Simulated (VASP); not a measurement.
# LiH: relaxation of cell and atoms with LDA

LiH:

```
Li H
1.0
     0.00000    2.03675    2.03675
     2.03675    0.00000    2.03675
     2.03675    2.03675    0.00000
Li H
1 1
Direct
  0.00000 0.00000 0.00000
  0.50000 0.50000 0.50000
```

```yaml
Program: VASP 6.6.1
Task: relaxation of cell and atoms
Functional: LDA
Potentials_or_basis: VASP PAW LDA potentials, release 64 (Li_sv, H)
Cutoff: 750 eV
k_mesh: 4 × 4 × 4
Occupations: gaussian, width 0.01 eV
Spin: no spin polarisation
Target_pressure: 20 GPa
Dipole_correction: no
Further_INCAR_settings: ALGO = Normal; EDIFF = 1e-07; IBRION = 2; EDIFFG = -0.05; NSW = 80; ISIF = 3
```

| Item | Value |
| --- | --- |
| Relaxed volume | 5.56 Å³/atom |
| Relaxed cell | a = 2.505 Å, b = 2.505 Å, c = 2.505 Å, α = 60.00°, β = 60.00°, γ = 60.00° |
| Space group after relaxing (to 0.1 Å) | Fm-3m (No. 225) |
| Energy change on relaxing (the run minimises the enthalpy) | +91.8 meV/atom |
| Ionic steps | 4 |
| Pressure after relaxing | 20.9 GPa |
| Band gap on the k mesh | 2.09 eV |

Step by step:
```csv
step,energy change (eV),largest force (eV/Å),pressure (GPa),volume (Å³)
1,0.0000,0.0000,-3.85,16.90
2,-0.0122,0.0000,3.49,14.01
3,0.0906,0.0000,13.89,11.99
4,0.1835,0.0000,20.86,11.12
```

Final structure:
```xyz
2
Lattice="0.0000 1.7716 1.7716 1.7716 0.0000 1.7716 1.7716 1.7716 0.0000" Properties=species:S:1:pos:R:3 pbc="T T T"
Li    1.7716    3.5431    1.7716
H     1.7716    1.7716    1.7716
```

Levels at points of the mesh, in eV from the valence-band top:
| k point | band 1 | band 2 | band 3 | band 4 | band 5 |
| --- | --- | --- | --- | --- | --- |
| (0.00, 0.00, 0.00) | -43.56 | -7.02 | 21.45 | 21.45 | 21.45 |
| (0.50, 0.00, 0.00) | -43.37 | -4.11 | 5.62 | 17.10 | 19.54 |
| (0.50, 0.50, 0.00) | -43.31 | 0.00 | 2.09 | 12.23 | 12.23 |

Wall time 6.3 s on 1 thread of Intel(R) Xeon(R) Platinum 8259CL CPU @ 2.50GHz (Skylake/Cascade Lake), with other jobs on the host, peak memory 0.13 GiB.

Caveat: the k points lie up to 0.77 Å⁻¹ apart in the final cell; the cell is relaxed towards a set pressure, so the run minimises the enthalpy, not the energy; the volume moved by over 15 % at a fixed basis, so the end points are rough. A k mesh can miss the band edges.
